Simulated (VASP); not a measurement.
A run of VASP 6.6.1 is set up as follows.

INCAR

```
SYSTEM = Mo
  ALGO = Fast
  EDIFF = 1E-7
  ENCUT = 520
  GGA = PE
  ISIF = 2
  ISMEAR = 0
  LASPH = .True.
  LCHARG = .False.
  LREAL = .False.
  LWAVE = .False.
  NBANDS = 13
  NELM = 100
  PREC = Accurate
  SIGMA = 0.1
```

Contents of KPOINTS:

```
k-points
0
Gamma
  16 16 14
  0 0 0
```

The input POSCAR:

```
Mo
1.0
    2.7360574993     -0.1641306238      0.0777979157
   -1.5101700394      2.6157101120     -0.1555969568
    0.0726693391     -0.1258682013      2.6476526895
Mo
1
Direct
    0.0000000000      0.0000000000      0.5000000000
```

Potentials or basis: VASP PAW PBE potentials, release 64 (Mo_sv).

Command:

```sh
$ cat potpaw_PBE.64/Mo_sv/POTCAR > POTCAR
$ mpirun -np 1 vasp_std > vasp.out
```

Problem. Predict the pressure.

Solution. -13.9 GPa.

Problem. What does it give for the band gap on the k mesh?

Solution. Zero (bands 7 and 8 overlap by 1.69 eV).

Stress tensor (GPa, compression positive):
```
-13.52  -1.65   3.95
 -1.65 -11.61  -6.84
  3.95  -6.84 -16.68
```

Caveat: the cell differs from its parent crystal (strained); the cell stands under tension.
